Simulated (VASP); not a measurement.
# SiC (zinc blende) (F-43m) in VASP: further runs

The runs below take SiC (zinc blende) through single point, with PBE.

Everything below comes from runs of VASP 6.6.1. Logs are shortened: lines on timing, memory, paths and dates and some standing lists are left out, and cuts for length are marked.

## (1) The cell of the first run

The structure is cubic, space group F-43m (No. 216). The conventional cell has a = 4.047 Å, b = 4.047 Å, c = 4.047 Å, α = 90.00°, β = 90.00°, γ = 90.00°. Si (site symmetry -43m) has 4 C at 1.75 Å within 2.3 Å. Within 2.3 Å of C (site symmetry -43m) lie 4 Si at 1.75 Å.

## (2) Single point, PBE (volume scaled by 0.8)

INCAR reads:

```
ALGO = Normal
EDIFF = 1E-6
ENCUT = 600
GGA = PE
GGA_COMPAT = F
ISIF = 2
ISMEAR = 0
LASPH = T
LCHARG = F
LREAL = F
LWAVE = F
NBANDS = 11
NELM = 120
PREC = Accurate
SIGMA = 0.01
```

KPOINTS reads:

```
k-points
0
Gamma
  10 10 10
```

POSCAR reads:

```
SiC
1.0
    0.0000000000      2.0237327315      2.0237327315
    2.0237327315      0.0000000000      2.0237327315
    2.0237327315      2.0237327315      0.0000000000
Si C
1 1
Direct
    0.0000000000      0.0000000000      0.0000000000
    0.2500000000      0.2500000000      0.2500000000
```

Potentials or basis: VASP PAW PBE potentials, release 64 (Si, C).

Command:

```console
> cat potpaw_PBE.64/Si/POTCAR potpaw_PBE.64/C/POTCAR > POTCAR
> mpirun -np 1 vasp_std > vasp.out
```

OUTCAR:

```text
EDIFF = 1E-6
   ENCUT = 600
   GGA = PE
   ISIF = 2
   ISMEAR = 0
   LASPH = T
   LREAL = F
   NELM = 120
   PREC = Accurate

 ion  position               nearest neighbor table
   1  0.000  0.000  0.000-   2 1.75   2 1.75   2 1.75   2 1.75
   2  0.250  0.250  0.250-   1 1.75   1 1.75   1 1.75   1 1.75

  LATTYP: Found a face centered cubic cell.
 ALAT       =     4.0474654630

  Lattice vectors:

 A1 = (   0.0000000000,   2.0237327315,   2.0237327315)
 A2 = (   2.0237327315,   0.0000000000,   2.0237327315)
 A3 = (   2.0237327315,   2.0237327315,   0.0000000000)

Analysis of symmetry for initial positions (statically):
=====================================================================
 Subroutine PRICEL returns:
 Original cell was already a primitive cell.

 Routine SETGRP: Setting up the symmetry group for a
 face centered cubic supercell.

 Subroutine GETGRP returns: Found 24 space group operations
 (whereof 24 operations were pure point group operations)
 out of a pool of 48 trial point group operations.

The static configuration has the point symmetry T_d .

Analysis of symmetry for dynamics (positions and initial velocities):
=====================================================================
 Subroutine PRICEL returns:
 Original cell was already a primitive cell.

 Routine SETGRP: Setting up the symmetry group for a
 face centered cubic supercell.

 Subroutine GETGRP returns: Found 24 space group operations
 (whereof 24 operations were pure point group operations)
 out of a pool of 48 trial point group operations.

The dynamic configuration has the point symmetry T_d .

 Subroutine INISYM returns: Found 24 space group operations
 (whereof 24 operations are pure point group operations),
 and found     1 'primitive' translations

----------------------------------------------------------------------------------------

                                     Primitive cell

  volume of cell :      16.5764

  direct lattice vectors                    reciprocal lattice vectors
     0.000000000  2.023732731  2.023732731    -0.247068198  0.247068198  0.247068198
     2.023732731  0.000000000  2.023732731     0.247068198 -0.247068198  0.247068198
     2.023732731  2.023732731  0.000000000     0.247068198  0.247068198 -0.247068198

  length of vectors
     2.861990276  2.861990276  2.861990276     0.427934673  0.427934673  0.427934673

  position of ions in fractional coordinates (direct lattice)
     0.000000000  0.000000000  0.000000000
     0.250000000  0.250000000  0.250000000

  ion indices of the primitive-cell ions
   primitive index   ion index
                 1           1
                 2           2

----------------------------------------------------------------------------------------

 KPOINTS: k-points

Automatic generation of k-mesh.
 Grid dimensions read from file:
 generate k-points for:   10   10   10

 Generating k-lattice:

  Cartesian coordinates                     Fractional coordinates (reciprocal lattice)
    -0.024706820  0.024706820  0.024706820     0.100000000  0.000000000  0.000000000
     0.024706820 -0.024706820  0.024706820     0.000000000  0.100000000  0.000000000
     0.024706820  0.024706820 -0.024706820     0.000000000  0.000000000  0.100000000

  Length of vectors
     0.042793467  0.042793467  0.042793467

  Shift w.r.t. Gamma in fractional coordinates (k-lattice)
     0.000000000  0.000000000  0.000000000

 Subroutine IBZKPT returns following result:
 ===========================================

 Found     47 irreducible k-points:

 Following reciprocal coordinates:
            Coordinates               Weight
  0.000000  0.000000  0.000000      1.000000
  0.100000  0.000000  0.000000      8.000000
  0.200000  0.000000  0.000000      8.000000
  0.300000  0.000000  0.000000      8.000000
  0.400000  0.000000  0.000000      8.000000
  0.500000  0.000000  0.000000      4.000000
[... 16 lines left out ...]
  0.300000  0.300000  0.000000      6.000000
  0.400000  0.300000  0.000000     24.000000
 [... further k-points ...]
   k-points           NKPTS =     47   k-points in BZ     NKDIM =     47   number of bands    NBANDS=     11
   number of dos      NEDOS =    301   number of ions     NIONS =      2
   total plane-waves  NPLWV =  13824
   dimension x,y,z NGX =    24 NGY =   24 NGZ =   24
   dimension x,y,z NGXF=    48 NGYF=   48 NGZF=   48
   ions per type =               1   1
   NGX,Y,Z   is equivalent  to a cutoff of  13.94, 13.94, 13.94 a.u.
   NGXF,Y,Z  is equivalent  to a cutoff of  27.88, 27.88, 27.88 a.u.
 SYSTEM =  unknown system
   PREC   = accura    normal or accurate (medium, high low for compatibility)
   ISTART =      0    job   : 0-new  1-cont  2-samecut
   ICHARG =      2    charge: 1-file 2-atom 10-const
   ISPIN  =      1    spin polarized calculation?
   LNONCOLLINEAR =      F non collinear calculations
   LSORBIT =      F    spin-orbit coupling
   LASPH  =      T    aspherical Exc in radial PAW
   ENCUT  =  600.0 eV  44.10 Ry    6.64 a.u.   5.72  5.72  5.72*2*pi/ulx,y,z
   NELM   =    120;   NELMIN=  2; NELMDL= -5     # of ELM steps
   EDIFF  = 0.1E-05   stopping-criterion for ELM
   LREAL  =      F    real-space projection
   EDIFFG = 0.1E-04   stopping-criterion for IOM
   NSW    =      0    number of steps for IOM
   IBRION =     -1    ionic relax: 0-MD 1-quasi-New 2-CG
   NFREE  =      0    steps in history (QN), initial steepest desc. (CG)
   ISIF   =      2    stress and relaxation
   ISYM   =      2    0-nonsym 1-usesym 2-fastsym
   POTIM  = 0.5000    time-step for ionic-motion
   TEBEG  =    0.0;   TEEND  =   0.0 temperature during run
   PSTRESS=    0.0 pullay stress
   NELECT =       8.0000    total number of electrons
   NUPDOWN=      -1.0000    fix difference up-down
   EMIN   =  10.00;   EMAX   =-10.00  energy-range for DOS
   EFERMI =   0.00;   METHOD = LEGACY
   ISMEAR =     0;   SIGMA  =   0.01  broadening in eV -4-tet -1-fermi 0-gaus
   EFERMI_NEDOS =   21; number of points for ismear=-14 and -15
   IALGO  =     38    algorithm
   IMIX   =      4    mixing-type and parameters
     AMIX     =   0.40;   BMIX     =  1.00
     AMIX_MAG =   1.60;   BMIX_MAG =  1.00
  volume/ion in A,a.u.               =       8.29        55.93
  Fermi-wavevector in a.u.,A,eV,Ry     =   1.284128  2.426650 22.435802  1.648985
  Thomas-Fermi vector in A             =   2.416340
   LORBIT       =      0    0 simple, 1 ext, 2 COOP (PROOUT), +10 PAW based schemes
   GGA     = PE    functional components
   LHFCALC =     F    Hartree Fock is set to
   AEXX    =    0.0000 exact exchange contribution
   IVDW    =     0    specifies the selected vdW correction
   LEPSILON=     F    determine dielectric tensor
   LRPA    =     F    only Hartree local field effects (RPA)
 non-spin polarized calculation
 Gauss-broadening in eV      SIGMA  =   0.01
  energy-cutoff  :      600.00
  volume of cell :       16.58
 maximum number of plane-waves:       568
   NGX = 11   NGY = 11   NGZ = 11

 number of electron       8.0000000 magnetization

 Free energy of the ion-electron system (eV)
  ---------------------------------------------------
  ext. energy  EPLUGINS =         0.00000000
  ---------------------------------------------------
  free energy    TOTEN  =       -14.16010089 eV

  energy without entropy =      -14.16010089  energy(sigma->0) =      -14.16010089

 E-fermi :  10.9137     XC(G=0): -12.3521

 val. band max:       10.7920698183   @ k =   0.0000   0.0000   0.0000
 cond. band min:      11.9107593901   @ k =   0.5000   0.5000   0.0000
 fundamental gap:      1.1186895718
 Fermi energy:        10.9137194115

 k-point     1 :       0.0000    0.0000    0.0000
  band No.  band energies     occupation
      1      -6.4546      2.00000
      2      10.7921      2.00000
      3      10.7921      2.00000
      4      10.7921      2.00000
      5      19.6888      0.00000
      6      19.8332      0.00000
      7      19.8332      0.00000
      8      19.8332      0.00000
      9      26.6972      0.00000
     10      26.6972      0.00000
     11      29.9798      0.00000

 k-point     2 :       0.1000    0.0000    0.0000
  band No.  band energies     occupation
      1      -6.2228      2.00000
      2       9.7399      2.00000
      3      10.6563      2.00000
      4      10.6563      2.00000
      5      19.4427      0.00000
      6      20.1096      0.00000
      7      20.1096      0.00000
      8      20.5934      0.00000
      9      25.5506      0.00000
     10      25.5506      0.00000
     11      29.0284      0.00000

 k-point     3 :       0.2000    0.0000    0.0000
  band No.  band energies     occupation
      1      -5.5352      2.00000
      2       7.4038      2.00000
      3      10.3424      2.00000
      4      10.3424      2.00000
      5      19.0261      0.00000
      6      20.3793      0.00000
      7      20.3793      0.00000
      8      21.8115      0.00000
      9      24.8576      0.00000
     10      24.8576      0.00000
     11      28.2084      0.00000

 k-point     4 :       0.3000    0.0000    0.0000
  band No.  band energies     occupation
      1      -4.4232      2.00000
      2       4.7558      2.00000
      3      10.0175      2.00000
      4      10.0175      2.00000
      5      18.6518      0.00000
      6      19.8670      0.00000
      7      19.8670      0.00000
      8      22.3570      0.00000
      9      26.1161      0.00000
     10      26.1161      0.00000
     11      28.4412      0.00000
[... 239 lines left out ...]
 k-point    22 :      -0.2000    0.2000    0.0000
  band No.  band energies     occupation
      1      -4.0537      2.00000
      2       5.6038      2.00000
      3       7.1676      2.00000
      4      10.1685      2.00000
      5      18.4157      0.00000
      6      20.6834      0.00000
      7      20.7067      0.00000
      8      22.1922      0.00000
      9      23.4061      0.00000
     10      28.7198      0.00000
     11      32.4215      0.00000

 k-point    23 :       0.3000    0.3000    0.0000
  band No.  band energies     occupation
      1      -3.7463      2.00000
      2       6.3502      2.00000
      3       8.1275      2.00000
      4       8.1275      2.00000
      5      14.2936      0.00000
      6      17.3120      0.00000
      7      24.6885      0.00000
      8      24.6885      0.00000
      9      26.1545      0.00000
     10      29.7355      0.00000
     11      35.2430      0.00000

 k-point    24 :       0.4000    0.3000    0.0000
  band No.  band energies     occupation
      1      -2.6919      2.00000
      2       4.9302      2.00000
      3       7.2094      2.00000
      4       7.8334      2.00000
      5      13.8005      0.00000
      6      17.4130      0.00000
      7      24.9583      0.00000
      8      25.0120      0.00000
      9      27.4656      0.00000
     10      31.0985      0.00000
     11      35.4107      0.00000

 [... further k-points ...]

------------------------ aborting loop because EDIFF is reached ----------------------------------------

  FORCE on cell =-STRESS in cart. coord.  units (eV):
  Direction    XX          YY          ZZ          XY          YZ          ZX
  --------------------------------------------------------------------------------------
  -------------------------------------------------------------------------------------
  Total        8.1465685      8.1465685      8.1465685      0.0000000      0.0000000      0.0000000
  in kB      787.4007651    787.4007651    787.4007651      0.0000000      0.0000000      0.0000000
  external PRESSURE =     787.4007651 kB  Pullay stress =       0.0000000 kB

 VOLUME and BASIS-vectors are now :
 -----------------------------------------------------------------------------
  energy-cutoff  :      600.00
  volume of cell :       16.58
      direct lattice vectors                 reciprocal lattice vectors
     0.000000000  2.023732731  2.023732731    -0.247068198  0.247068198  0.247068198
     2.023732731  0.000000000  2.023732731     0.247068198 -0.247068198  0.247068198
     2.023732731  2.023732731  0.000000000     0.247068198  0.247068198 -0.247068198

 POSITION                                       TOTAL-FORCE (eV/Angst)
 -----------------------------------------------------------------------------------
      0.00000      0.00000      0.00000        -0.000000      0.000000      0.000000
      1.01187      1.01187      1.01187         0.000000     -0.000000     -0.000000
 -----------------------------------------------------------------------------------
    total drift:                                0.000000      0.000000      0.000000

  FREE ENERGIE OF THE ION-ELECTRON SYSTEM (eV)
  ---------------------------------------------------
  free  energy   TOTEN  =       -14.1601008851 eV

  energy  without entropy=      -14.1601008851  energy(sigma->0) =      -14.16010089
```

It took 8.9 s on 1 thread of Intel Xeon 8259CL, shared host; peak memory 0.13 GiB.

Results:

| Property | Result |
| --- | --- |
| Free energy | -14.1601 eV |
| Pressure | 78.7 GPa |
| Band gap on the k mesh | 1.12 eV, indirect (least direct gap 4.72 eV) |

Levels at points of the mesh, in eV from the valence-band top:
```
           k point  band 1  band 2  band 3  band 4  band 5  band 6  band 7  band 8
(0.00, 0.00, 0.00)  -17.25    0.00    0.00    0.00    8.90    9.04    9.04    9.04
(0.50, 0.00, 0.00)  -12.78   -9.85   -1.08   -1.08    7.57    8.18    8.18   11.31
(0.50, 0.50, 0.00)  -11.09   -8.58   -3.60   -3.60    1.12    5.19   16.76   16.76
```

 A k mesh can miss the band edges.

## (3) Single point, PBE (volume scaled by 0.76)

INCAR reads:

```
SYSTEM = SiC
PREC = Accurate ; ENCUT = 600
EDIFF = 1E-6 ; ISMEAR = 0
SIGMA = 0.01 ; LREAL = .FALSE.
LASPH = .TRUE. ; NELM = 120
ALGO = Normal ; ISIF = 2
LWAVE = .FALSE. ; LCHARG = .FALSE.
GGA = PE ; NBANDS = 11
GGA_COMPAT = .FALSE.
```

KPOINTS reads:

```
regular mesh
0
G
  10 10 10
  0 0 0
```

POSCAR reads:

```
SiC
1.0
    0.0000000000      1.9894255490      1.9894255490
    1.9894255490      0.0000000000      1.9894255490
    1.9894255490      1.9894255490      0.0000000000
Si C
1 1
Direct
    0.0000000000      0.0000000000      0.0000000000
    0.2500000000      0.2500000000      0.2500000000
```

Potentials or basis: VASP PAW PBE potentials, release 64 (Si, C).

Command:

```console
> cat potpaw_PBE.64/Si/POTCAR potpaw_PBE.64/C/POTCAR > POTCAR
> mpirun -np 1 vasp_std > vasp.out
```

Run time: 11 s. Hardware: 1 thread of Intel Xeon 8259CL, shared host; peak memory 0.13 GiB.

The run converged. Its results:

```
Free energy            : -13.6848 eV
Pressure               : 105.5 GPa
Band gap on the k mesh : 1.06 eV, indirect (least direct gap 4.75 eV)
```

Levels at points of the mesh, in eV from the valence-band top:
```tsv
k point	band 1	band 2	band 3	band 4	band 5	band 6	band 7	band 8
(0.00, 0.00, 0.00)	-17.70	0.00	0.00	0.00	9.50	9.50	9.50	9.53
(0.50, 0.00, 0.00)	-13.00	-10.18	-1.08	-1.08	8.10	8.43	8.43	11.62
(0.50, 0.50, 0.00)	-11.26	-8.79	-3.69	-3.69	1.06	5.42	17.43	17.43
```

 A k mesh can miss the band edges.

## (4) Single point, PBE (volume scaled by 0.88)

INCAR reads:

```
ALGO     = Normal         # electronic algorithm
EDIFF    = 1E-6           # SCF threshold, eV
ENCUT    = 600            # plane-wave cutoff, eV
GGA      = PE             # functional
GGA_COMPAT= False        
ISIF     = 2              # what is computed and relaxed
ISMEAR   = 0              # smearing method
LASPH    = True           # aspherical terms in the spheres
LCHARG   = False          # write CHGCAR
LREAL    = False          # projectors in reciprocal space
LWAVE    = False          # write WAVECAR
NBANDS   = 11             # bands
NELM     = 120            # most SCF steps
PREC     = Accurate       # precision mode
SIGMA    = 0.01           # smearing width, eV
```

KPOINTS reads:

```
k-points
0
Gamma
  10 10 10
```

POSCAR reads:

```
SiC
1.0
    0.0000000000      2.0890590577      2.0890590577
    2.0890590577      0.0000000000      2.0890590577
    2.0890590577      2.0890590577      0.0000000000
Si C
1 1
Direct
    0.0000000000      0.0000000000      0.0000000000
    0.2500000000      0.2500000000      0.2500000000
```

Command:

```console
> cat potpaw_PBE.64/Si/POTCAR potpaw_PBE.64/C/POTCAR > POTCAR
> mpirun -np 1 vasp_std > vasp.out
```

Wall time 10 s (1 thread of Intel Xeon 8259CL, shared host); peak memory 0.14 GiB.

The run converged. Its results:

- Free energy: -14.7587 eV
- Pressure: 39.2 GPa
- Band gap on the k mesh: 1.23 eV, indirect (least direct gap 4.66 eV)

Levels at points of the mesh, in eV from the valence-band top:
```
           k point  band 1  band 2  band 3  band 4  band 5  band 6  band 7  band 8
(0.00, 0.00, 0.00)  -16.43    0.00    0.00    0.00    7.74    8.25    8.25    8.25
(0.50, 0.00, 0.00)  -12.37   -9.26   -1.07   -1.07    6.62    7.76    7.76   10.76
(0.50, 0.50, 0.00)  -10.79   -8.22   -3.43   -3.43    1.23    4.79   15.56   15.56
```

## (5) Single point, PBE (volume scaled by 0.84)

INCAR reads:

```
PREC = Accurate
ENCUT = 600
EDIFF = 1E-6
ISMEAR = 0
SIGMA = 0.01
LREAL = F
LASPH = T
NELM = 120
ALGO = Normal
ISIF = 2
LWAVE = F
LCHARG = F
GGA = PE
NBANDS = 11
GGA_COMPAT = F
```

KPOINTS reads:

```
regular mesh
0
Gamma
  10 10 10
```

POSCAR reads:

```
SiC
1.0
    0.0000000000      2.0569145754      2.0569145754
    2.0569145754      0.0000000000      2.0569145754
    2.0569145754      2.0569145754      0.0000000000
Si C
1 1
Direct
    0.0000000000      0.0000000000      0.0000000000
    0.2500000000      0.2500000000      0.2500000000
```

Command:

```console
> cat potpaw_PBE.64/Si/POTCAR potpaw_PBE.64/C/POTCAR > POTCAR
> mpirun -np 1 vasp_std > vasp.out
```

Wall time 10 s (1 thread of Intel Xeon 8259CL, shared host); peak memory 0.14 GiB.

The run converged. Its results:

```
Free energy            : -14.5104 eV
Pressure               : 57.0 GPa
Band gap on the k mesh : 1.18 eV, indirect (least direct gap 4.69 eV)
```

Levels at points of the mesh, in eV from the valence-band top:
| k point | band 1 | band 2 | band 3 | band 4 | band 5 | band 6 | band 7 | band 8 |
| --- | --- | --- | --- | --- | --- | --- | --- | --- |
| (0.00, 0.00, 0.00) | -16.82 | 0.00 | 0.00 | 0.00 | 8.30 | 8.63 | 8.63 | 8.63 |
| (0.50, 0.00, 0.00) | -12.57 | -9.54 | -1.08 | -1.08 | 7.08 | 7.96 | 7.96 | 11.03 |
| (0.50, 0.50, 0.00) | -10.94 | -8.39 | -3.51 | -3.51 | 1.18 | 4.98 | 16.14 | 16.14 |

 A k mesh can miss the band edges.

## (6) Overview

| cell | gap on the mesh (eV) | pressure (GPa) |
| --- | --- | --- |
| a = 2.862 Å, angles 60.0°, 2 atoms | 1.12 | 78.7 |
| a = 2.813 Å, angles 60.0°, 2 atoms | 1.06 | 105.5 |
| a = 2.954 Å, angles 60.0°, 2 atoms | 1.23 | 39.2 |
| a = 2.909 Å, angles 60.0°, 2 atoms | 1.18 | 57.0 |

Alike in all rows: task single point; level PBE; potentials or basis VASP PAW PBE potentials, release 64 (Si, C); no spin polarisation; k mesh 10 × 10 × 10; cutoff (eV) 600; smearing gaussian 0.01 eV.

Absolute energies hang on the potentials; compare differences alone.
